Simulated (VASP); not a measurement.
# Ta2AlC2N (I4/mmm) in VASP: a series of runs, part 2 of 2

VASP 6.6.1. Earlier steps stand in the parts before.

## Step 4: Relaxation of cell and atoms, PBE

Contents of INCAR:

```
SYSTEM = Ta2AlC2N
ALGO     = Normal         ! electronic algorithm
EDIFF    = 1E-7           ! SCF threshold, eV
EDIFFG   = -0.04          ! ionic threshold
ENCUT    = 600            ! plane-wave cutoff, eV
GGA      = PE             ! functional
IBRION   = 2              ! ionic algorithm
ISIF     = 3              ! what is computed and relaxed
ISMEAR   = 0              ! smearing method
LASPH    = .TRUE.         ! aspherical terms in the spheres
LCHARG   = .FALSE.        ! write CHGCAR
LREAL    = .FALSE.        ! projectors in reciprocal space
LWAVE    = .FALSE.        ! write WAVECAR
NELM     = 60             ! most SCF steps
NSW      = 90             ! ionic steps
PREC     = Accurate       ! precision mode
SIGMA    = 0.1            ! smearing width, eV
```

Contents of KPOINTS:

```
k-points
0
G
  6 6 6
  0 0 0
```

Contents of POSCAR:

```
Ta2AlC2N
1.0
   -1.9423436500      1.9423436500      5.1790373600
    1.9423436500     -1.9423436500      5.1790373600
    1.9423436500      1.9423436500     -5.1790373600
Ta Al C N
2 1 2 1
Direct
    0.6457520100      0.6457520100      0.0000000000
    0.3542479900      0.3542479900      0.0000000000
    0.0000000000      0.0000000000      0.0000000000
    0.2500000000      0.7500000000      0.5000000000
    0.7500000000      0.2500000000      0.5000000000
    0.5000000000      0.5000000000      0.0000000000
```

Command:

```console
$ cat potpaw_PBE.64/Ta_pv/POTCAR potpaw_PBE.64/Al/POTCAR potpaw_PBE.64/C/POTCAR potpaw_PBE.64/N/POTCAR > POTCAR
$ mpirun -np 1 vasp_std > vasp.out
```

It took 20 min on 1 thread of AMD EPYC 9R45 (Zen 5), shared host; peak memory 0.37 GiB.

It converged, with:

- Free energy: -48.2599 eV
- Relaxed volume: 17.28 Å³/atom
- Relaxed cell: a = 7.388 Å, b = 7.388 Å, c = 7.388 Å, α = 149.49°, β = 149.49°, γ = 43.69°
- Space group after relaxing (to 0.1 Å): I4/mmm (No. 139)
- Energy gained by relaxing: 1002.3 meV/atom
- Ionic steps: 20
- Pressure after relaxing: -0.1 GPa
- Band gap on the k mesh: zero (bands 19 and 20 overlap by 0.92 eV)

Forces in eV/Å, atoms in the order of the input:
```
Ta   0.000  0.000 -0.002
Ta   0.000  0.000  0.002
Al   0.000  0.000  0.000
C    0.000  0.000  0.000
C    0.000  0.000  0.000
N    0.000  0.000  0.000
```

The path:
```csv
step,energy change (eV),largest force (eV/Å),pressure (GPa),volume (Å³)
1,0.0000,35.1296,68.12,78.16
2,-0.6404,3.8200,-25.66,144.94
3,-3.7946,1.3177,-16.18,133.70
4,-4.4188,0.6700,-9.69,128.57
5,-4.4694,1.9584,-4.94,125.39
6,-4.4309,2.3628,-3.35,124.40
7,-5.4209,1.1513,-6.39,116.95
8,-5.8512,0.5072,-6.77,109.63
9,-5.4580,0.4520,16.70,92.80
10,-5.9711,0.1833,-0.61,103.89
11,-5.9712,0.1737,-0.39,103.71
12,-5.9882,0.4684,0.41,104.18
13,-5.9893,0.3438,0.23,104.08
14,-5.9991,0.2335,-0.52,104.56
15,-6.0038,0.0584,-1.47,105.16
16,-6.0086,0.0661,-1.09,104.80
17,-6.0127,0.0770,-0.37,104.14
18,-6.0127,0.0782,-0.29,104.06
19,-6.0135,0.0496,-0.21,103.93
20,-6.0141,0.0022,-0.06,103.68
```

Final structure:
```
Ta Al C N
1.0
    -1.94416    1.94416    6.85764
     1.94416   -1.94416    6.85764
     1.94416    1.94416   -6.85764
Ta Al C N
2 1 2 1
Cartesian
  0.0000 0.0000 10.9482
  0.0000 0.0000 2.7671
  0.0000 0.0000 0.0000
  1.9442 0.0000 3.4288
  0.0000 1.9442 3.4288
  0.0000 0.0000 6.8576
```

Levels at points of the mesh, in eV from the Fermi level:
```csv
k point,band 16,band 17,band 18,band 19,band 20,band 21,band 22,band 23
"(0.00, 0.00, 0.00)",-1.61,-1.61,-1.24,-0.60,-0.60,0.78,2.65,3.53
"(0.50, 0.00, 0.00)",-3.04,-0.91,-0.54,-0.40,0.51,0.99,1.89,2.51
"(0.50, 0.50, 0.00)",-2.55,-2.43,-1.44,-0.82,-0.26,0.83,0.84,1.47
"(0.50, 0.50, 0.50)",-1.44,-1.44,-1.24,-0.83,-0.83,0.74,3.96,3.96
```

Caveat: the volume moved by over 15 % at a fixed basis, so the end points are rough; spin-orbit coupling is left out, which moves the levels of the heavy elements.

## Step 5: Single point, PBE

This run uses another cell than the first one, of 14.29 Å³/atom.

Contents of INCAR:

```
SYSTEM = Ta2AlC2N
PREC = Accurate
ENCUT = 520
EDIFF = 1E-6
ISMEAR = 0
SIGMA = 0.1
LREAL = .False.
LASPH = .True.
NELM = 80
ALGO = Normal
ISIF = 2
LWAVE = .False.
LCHARG = .True.
GGA = PE
LELF = .True.
LVHAR = .True.
NBANDS = 28
```

Contents of KPOINTS:

```
Automatic mesh
0
Gamma
  12 12 12
  0 0 0
```

Contents of POSCAR:

```
Ta2AlC2N
1.0
   -2.0690187366      2.0690187366      5.0061979620
    2.0690187366     -2.0690187366      5.0061979620
    2.0690187366      2.0690187366     -5.0061979620
Ta Al C N
2 1 2 1
Direct
    0.6946449110      0.6946449110      0.0000000000
    0.3053550890      0.3053550890      0.0000000000
    0.0000000000      0.0000000000      0.0000000000
    0.2500000000      0.7500000000      0.5000000000
    0.7500000000      0.2500000000      0.5000000000
    0.5000000000      0.5000000000      0.0000000000
```

Command:

```console
$ cat potpaw_PBE.64/Ta_pv/POTCAR potpaw_PBE.64/Al/POTCAR potpaw_PBE.64/C/POTCAR potpaw_PBE.64/N/POTCAR > POTCAR
$ mpirun -np 1 vasp_std > vasp.out
```

Run time: 7.7 min. Hardware: 1 thread of AMD EPYC 9R45 (Zen 5), shared host; peak memory 0.57 GiB.

Results (log left out):

- Free energy: -54.2053 eV
- Pressure: 0.4 GPa
- Largest force: 0.055 eV/Å
- Band gap on the k mesh: zero (bands 19 and 20 overlap by 1.43 eV)

Forces in eV/Å, atoms in the order of the input:
```
Ta   0.000  0.000  0.055
Ta   0.000  0.000 -0.055
Al   0.000  0.000  0.000
C    0.000  0.000  0.000
C    0.000  0.000  0.000
N    0.000  0.000  0.000
```

Stress tensor (GPa, compression positive):
```
0.39 0.00 0.00
0.00 0.39 0.00
0.00 0.00 0.55
```

Levels at points of the mesh, in eV from the Fermi level:
| k point | band 15 | band 16 | band 17 | band 18 | band 19 | band 20 | band 21 | band 22 | band 23 | band 24 |
| --- | --- | --- | --- | --- | --- | --- | --- | --- | --- | --- |
| (0.00, 0.00, 0.00) | -3.63 | -3.32 | -2.60 | -1.61 | -0.25 | -0.25 | 3.16 | 3.16 | 3.24 | 3.55 |
| (0.50, 0.00, 0.00) | -3.94 | -3.68 | -2.63 | -1.47 | -0.39 | 0.77 | 2.02 | 2.22 | 3.23 | 3.28 |
| (0.50, 0.50, 0.00) | -3.57 | -3.55 | -3.13 | -3.04 | -0.39 | 0.23 | 1.34 | 2.59 | 3.86 | 3.91 |
| (0.50, 0.50, 0.50) | -2.94 | -2.34 | -1.55 | -1.49 | -1.49 | -0.17 | 1.89 | 2.80 | 2.80 | 3.33 |

Caveat: spin-orbit coupling is left out, which moves the levels of the heavy elements.

## Step 6: Single point, PBE

This run uses another cell than the first one, of 14.29 Å³/atom.

Contents of INCAR:

```
PREC     = Accurate       # precision mode
ENCUT    = 520            # plane-wave cutoff, eV
EDIFF    = 1E-6           # SCF threshold, eV
ISMEAR   = 0              # smearing method
SIGMA    = 0.1            # smearing width, eV
LREAL    = False          # projectors in reciprocal space
LASPH    = True           # aspherical terms in the spheres
NELM     = 100            # most SCF steps
ALGO     = Normal         # electronic algorithm
ISIF     = 2              # what is computed and relaxed
LWAVE    = False          # write WAVECAR
LCHARG   = True           # write CHGCAR
GGA      = PE             # functional
LELF     = True           # ELF
LVHAR    = True         
NBANDS   = 28             # bands
```

Contents of KPOINTS:

```
Automatic mesh
0
Gamma
  12 12 12
```

POSCAR is that of step 5.

Potentials or basis: VASP PAW PBE potentials, release 64 (Ta_pv, Al, C, N).

Command:

```console
$ cat potpaw_PBE.64/Ta_pv/POTCAR potpaw_PBE.64/Al/POTCAR potpaw_PBE.64/C/POTCAR potpaw_PBE.64/N/POTCAR > POTCAR
$ mpirun -np 1 vasp_std > vasp.out
```

OUTCAR:

```text
PREC = Accurate
   ENCUT = 520
   EDIFF = 1E-6
   ISMEAR = 0
   LREAL = False
   LASPH = True
   NELM = 100
   ISIF = 2
   GGA = PE

 ion  position               nearest neighbor table
   1  0.695  0.695  0.000-   6 1.95   5 2.14   4 2.14   4 2.14   5 2.14   3 3.06   2 3.13   2 3.13
                             2 3.13   2 3.13
   2  0.305  0.305  0.000-   6 1.95   5 2.14   4 2.14   4 2.14   5 2.14   3 3.06   1 3.13   1 3.13
                             1 3.13   1 3.13
   3  0.000  0.000  0.000-   1 3.06   2 3.06
   4  0.250  0.750  0.500-   2 2.14   1 2.14   2 2.14   1 2.14
   5  0.750  0.250  0.500-   2 2.14   1 2.14   2 2.14   1 2.14
   6  0.500  0.500  0.000-   1 1.95   2 1.95

  LATTYP: Found a body centered tetragonal cell.
 ALAT       =     4.1380374732
 C/A-ratio  =     2.4196001097

  Lattice vectors:

 A1 = (  -2.0690187366,   2.0690187366,   5.0061979620)
 A2 = (   2.0690187366,  -2.0690187366,   5.0061979620)
 A3 = (   2.0690187366,   2.0690187366,  -5.0061979620)

Analysis of symmetry for initial positions (statically):
=====================================================================
 Subroutine PRICEL returns:
 Original cell was already a primitive cell.

 Routine SETGRP: Setting up the symmetry group for a
 body centered tetragonal supercell.

 Subroutine GETGRP returns: Found 16 space group operations
 (whereof 16 operations were pure point group operations)
 out of a pool of 16 trial point group operations.

The static configuration has the point symmetry D_4h.

Analysis of symmetry for dynamics (positions and initial velocities):
=====================================================================
 Subroutine PRICEL returns:
 Original cell was already a primitive cell.

 Routine SETGRP: Setting up the symmetry group for a
 body centered tetragonal supercell.

[... 126 lines left out ...]
   EFERMI =   0.00;   METHOD = LEGACY
   ISMEAR =     0;   SIGMA  =   0.10  broadening in eV -4-tet -1-fermi 0-gaus
   EFERMI_NEDOS =   21; number of points for ismear=-14 and -15
   IALGO  =     38    algorithm
   IMIX   =      4    mixing-type and parameters
     AMIX     =   0.40;   BMIX     =  1.00
     AMIX_MAG =   1.60;   BMIX_MAG =  1.00
  volume/ion in A,a.u.               =      14.29        96.41
  Fermi-wavevector in a.u.,A,eV,Ry     =   1.248256  2.358862 21.199831  1.558144
  Thomas-Fermi vector in A             =   2.382351
   LORBIT       =      0    0 simple, 1 ext, 2 COOP (PROOUT), +10 PAW based schemes
   GGA     = PE    functional components
   LHFCALC =     F    Hartree Fock is set to
   AEXX    =    0.0000 exact exchange contribution
   IVDW    =     0    specifies the selected vdW correction
   LEPSILON=     F    determine dielectric tensor
   LRPA    =     F    only Hartree local field effects (RPA)
 non-spin polarized calculation
 Gauss-broadening in eV      SIGMA  =   0.10
  energy-cutoff  :      520.00
  volume of cell :       85.72
 maximum number of plane-waves:      2324
 NGX is ok and might be reduce to    48
   NGX = 21   NGY = 21   NGZ = 21

 number of electron      38.0000000 magnetization

 Free energy of the ion-electron system (eV)
  ---------------------------------------------------
  ext. energy  EPLUGINS =         0.00000000
  ---------------------------------------------------
  free energy    TOTEN  =       -54.20529096 eV

  energy without entropy =      -54.19880891  energy(sigma->0) =      -54.20204993

 E-fermi :   5.2378     XC(G=0): -11.0011

 val. band max:        5.2373863021   @ k =  -0.1667  -0.1667   0.0833
 cond. band min:       5.2445754255   @ k =   0.4167   0.4167   0.0833
 fundamental gap:      0.0071891234
 Fermi energy:         5.2378196160

 k-point     1 :       0.0000    0.0000    0.0000
  band No.  band energies     occupation
      1     -29.7483      2.00000
      2     -29.7037      2.00000
      3     -29.7037      2.00000
      4     -29.6698      2.00000
      5     -29.4094      2.00000
      6     -29.4094      2.00000
[... 733 lines left out ...]
     27       9.4454      0.00000
     28       9.8526      0.00000

 [... further k-points ...]
[... 5 lines left out ...]
  --------------------------------------------------------------------------------------
  -------------------------------------------------------------------------------------
  Total        0.2096854      0.2096854      0.2943508      0.0000000      0.0000000      0.0000000
  in kB        3.9190605      3.9190605      5.5014721      0.0000000      0.0000000      0.0000000
  external PRESSURE =       4.4465310 kB  Pullay stress =       0.0000000 kB

 VOLUME and BASIS-vectors are now :
 -----------------------------------------------------------------------------
  energy-cutoff  :      520.00
  volume of cell :       85.72
      direct lattice vectors                 reciprocal lattice vectors
    -2.069018737  2.069018737  5.006197962     0.000000000  0.241660451  0.099876194
     2.069018737 -2.069018737  5.006197962     0.241660451  0.000000000  0.099876194
     2.069018737  2.069018737 -5.006197962     0.241660451  0.241660451  0.000000000

 POSITION                                       TOTAL-FORCE (eV/Angst)
 -----------------------------------------------------------------------------------
      0.00000      0.00000      6.95506        -0.000000     -0.000000      0.055071
      0.00000      0.00000      3.05734        -0.000000     -0.000000     -0.055071
      0.00000      0.00000      0.00000         0.000000      0.000000     -0.000000
      2.06902      0.00000      2.50310         0.000000      0.000000     -0.000000
      0.00000      2.06902      2.50310         0.000000      0.000000     -0.000000
      0.00000      0.00000      5.00620         0.000000      0.000000     -0.000000
 -----------------------------------------------------------------------------------
    total drift:                               -0.000000      0.000000      0.000000

  FREE ENERGIE OF THE ION-ELECTRON SYSTEM (eV)
  ---------------------------------------------------
  free  energy   TOTEN  =       -54.2052909576 eV

  energy  without entropy=      -54.1988089111  energy(sigma->0) =      -54.20204993
```

Run time: 7.8 min. Hardware: 1 thread of AMD EPYC 9R45 (Zen 5), shared host; peak memory 0.57 GiB.

Results:

```
Free energy            : -54.2053 eV
Pressure               : 0.4 GPa
Largest force          : 0.055 eV/Å
Band gap on the k mesh : zero (bands 19 and 20 overlap by 1.43 eV)
```

Forces on the atoms (eV/Å):
```
Ta   0.000  0.000  0.055
Ta   0.000  0.000 -0.055
Al   0.000  0.000  0.000
C    0.000  0.000  0.000
C    0.000  0.000  0.000
N    0.000  0.000  0.000
```

Levels at points of the mesh, in eV from the Fermi level:
| k point | band 16 | band 17 | band 18 | band 19 | band 20 | band 21 | band 22 | band 23 |
| --- | --- | --- | --- | --- | --- | --- | --- | --- |
| (0.00, 0.00, 0.00) | -3.32 | -2.60 | -1.61 | -0.25 | -0.25 | 3.16 | 3.16 | 3.24 |
| (0.50, 0.00, 0.00) | -3.68 | -2.63 | -1.47 | -0.39 | 0.77 | 2.02 | 2.22 | 3.23 |
| (0.50, 0.50, 0.00) | -3.55 | -3.13 | -3.04 | -0.39 | 0.23 | 1.34 | 2.59 | 3.86 |
| (0.50, 0.50, 0.50) | -2.34 | -1.55 | -1.49 | -1.49 | -0.17 | 1.89 | 2.80 | 2.80 |

Caveat: spin-orbit coupling is left out, which moves the levels of the heavy elements.

## Step 7: Overview

| task | cell | k mesh | cutoff (eV) | gap on the mesh (eV) | pressure (GPa) | largest force (eV/Å) |
| --- | --- | --- | --- | --- | --- | --- |
| single point | a = 5.862 Å, angles 141.3, 141.3, 55.9°, 6 atoms, atomic positions A | 6 × 6 × 6 | 520 | none | 68.1 | 35.13 |
| single point | a = 5.826 Å, angles 138.5, 138.5, 60.1°, 6 atoms, atomic positions B | 6 × 6 × 6 | 520 | none | 0.6 | 0.04 |
| relaxation of cell and atoms | relaxed from a = 5.862 Å, angles 141.3, 141.3, 55.9°, 6 atoms, atomic positions A | 6 × 6 × 6 | 600 | none | -0.1 | - |
| single point | a = 5.799 Å, angles 138.2, 138.2, 60.6°, 6 atoms, atomic positions C | 12 × 12 × 12 | 520 | none | 0.4 | 0.06 |

Alike in all rows: level PBE; potentials or basis VASP PAW PBE potentials, release 64 (Ta_pv, Al, C, N); no spin polarisation; smearing gaussian 0.1 eV.

Caveats: spin-orbit coupling is left out, which moves the levels of the heavy elements; atoms lie so close that the PAW spheres overlap strongly, which falsifies energies and pressures (at least some runs); the cell stands under pressure (at least some runs); forces of over 1 eV/Å act on the atoms, so gaps and moduli don't describe the material at rest (at least some runs); the volume moved by over 15 % at a fixed basis, so the end points are rough (at least some runs).

Total energies depend on the potentials used, so only differences within one code and one set of settings carry meaning.
